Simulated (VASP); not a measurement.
A run of VASP 6.6.1:

INCAR

```
  ALGO = Normal
  EDIFF = 1E-7
  ENCUT = 520
  ISIF = 2
  ISMEAR = -1
  LASPH = T
  LCHARG = F
  LREAL = F
  LWAVE = F
  NBANDS = 19
  NELM = 80
  PREC = Accurate
  SIGMA = 0.08
```

KPOINTS

```
k-points
0
Gamma
  11 11 11
```

POSCAR

```
YTl
1.0
    3.7384547558      0.0000000000      0.0000000000
    0.0000000000      3.7384547558      0.0000000000
    0.0000000000      0.0000000000      3.7384547558
Y Tl
1 1
Direct
    0.5000000000      0.5000000000      0.5000000000
    0.0000000000      0.0000000000      0.0000000000
```

Potentials or basis: VASP PAW LDA potentials, release 64 (Y_sv, Tl_d).

Command:

```console
$ cat potpaw_LDA.64/Y_sv/POTCAR potpaw_LDA.64/Tl_d/POTCAR > POTCAR
$ mpirun -np 1 vasp_std > vasp.out
```

Hardware: 1 thread of AMD EPYC 9R45 96-Core Processor (Zen 5), with other jobs on the host.

**Question.** How long does it take, and how much memory?

**Answer.** It took 24 s on 1 thread of AMD EPYC 9R45 96-Core Processor (Zen 5), on a shared host, peak memory 0.17 GiB. Counts: scf iterations 13, k points 56.
